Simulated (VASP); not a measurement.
# SiC: single point with PBEsol

SiC:

```
Si C
1.0
     0.00000    2.17839    2.17839
     2.17839    0.00000    2.17839
     2.17839    2.17839    0.00000
Si C
1 1
Direct
  0.99882 0.00589 0.00118
  0.75275 0.73623 0.74725
```

This cell differs from its parent crystal: mode 4 frozen in at -0.036 Å and mode 5 at -0.024 Å (largest displacements).

```
Program             : VASP 6.6.1
Task                : single point
Functional          : PBEsol
Potentials or basis : VASP PAW PBE potentials, release 64 (Si, C)
Cutoff              : 520 eV
k mesh              : 10 × 10 × 10
Occupations         : gaussian, width 0.05 eV
Spin                : no spin polarisation
```

```
Pressure               : 0.8 GPa
Largest force          : 1.195 eV/Å
Band gap on the k mesh : 0.94 eV, indirect (least direct gap 4.31 eV)
```

Forces in eV/Å, atoms in the order of the input:
```
Si  -0.987  0.122 -0.662
C    0.987 -0.122  0.662
```

Stress tensor (GPa, compression positive):
```
 0.55 -2.31  0.53
-2.31  1.05 -3.45
 0.53 -3.45  0.83
```

Levels at points of the mesh, in eV from the valence-band top:
```tsv
k point	band 2	band 3	band 4	band 5	band 6	band 7
(0.00, 0.00, 0.00)	-0.58	-0.28	0.00	5.90	6.86	6.96
(0.50, 0.00, 0.00)	-8.85	-1.59	-1.12	5.08	6.57	7.12
(0.00, 0.50, 0.00)	-9.06	-1.39	-1.12	5.08	6.78	7.11
(0.00, 0.00, 0.50)	-8.92	-1.55	-1.09	5.08	6.60	7.16
(0.50, 0.50, 0.50)	-8.72	-1.57	-1.28	5.10	6.61	6.95
(0.50, 0.50, 0.00)	-8.12	-3.57	-3.40	0.94	3.91	13.68
(0.00, 0.50, 0.50)	-8.11	-3.62	-3.37	0.94	3.92	13.67
(0.50, 0.00, 0.50)	-8.13	-3.49	-3.47	0.94	3.90	13.69
```

It took 53 s on 1 thread of AMD EPYC 9R45 96-Core Processor (Zen 5), with other jobs on the host, peak memory 0.19 GiB.

Caveat: the cell differs from its parent crystal (mode 4 frozen in at -0.036 Å and mode 5 at -0.024 Å (largest displacements)); the PAW data sets were made with another functional, which shifts forces and pressure a little. A k mesh can miss the band edges.
